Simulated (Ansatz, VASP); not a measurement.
**Pd3PtSe4: VASP beside Ansatz**

```
CELL_PARAMETERS angstrom
0.00000 5.44162 5.44162
5.44162 0.00000 5.44162
5.44162 5.44162 0.00000
ATOMIC_POSITIONS crystal
Pd 0.75000 0.75000 0.75000
Pd 0.00000 0.00000 0.00000
Pd 0.50000 0.50000 0.50000
Pt 0.25000 0.25000 0.25000
Se 0.87494 0.87494 0.87494
Se 0.87494 0.87494 0.37518
Se 0.87494 0.37518 0.87494
Se 0.37518 0.87494 0.87494
```

Alike in both runs: functional PBE; k mesh 2 × 2 × 2; occupations gaussian, width 0.15 eV; no spin polarisation.

Ansatz relaxed the structure, and its values are those at the end. VASP's run is a single point on that final structure, the one shown.

```csv
,VASP,Ansatz
version,VASP 6.6.1,Ansatz 0.2.0
potentials or method,"VASP PAW PBE potentials, release 64 (Pd, Pt, Se), cutoff 520 eV","scalar-relativistic, plane waves, PAW"
valence electrons in the cell,64,136
```

VASP gave:

- gap on the k mesh at the Fermi level (eV): 0.05
- least direct gap on the mesh (eV): 0.10
- pressure (GPa): -0.1

Problem. What did Ansatz give for the same quantities?

Solution. gap on the k mesh at the Fermi level (eV): 0.05; least direct gap on the mesh (eV): 0.11; pressure (GPa): -0.1.

VASP's potentials hold 64 valence electrons a cell and Ansatz's 136, so a difference there can come from the potentials and not from the codes.

The k mesh is coarse, so the values compare programs but aren't converged. Spin-orbit coupling is off throughout.
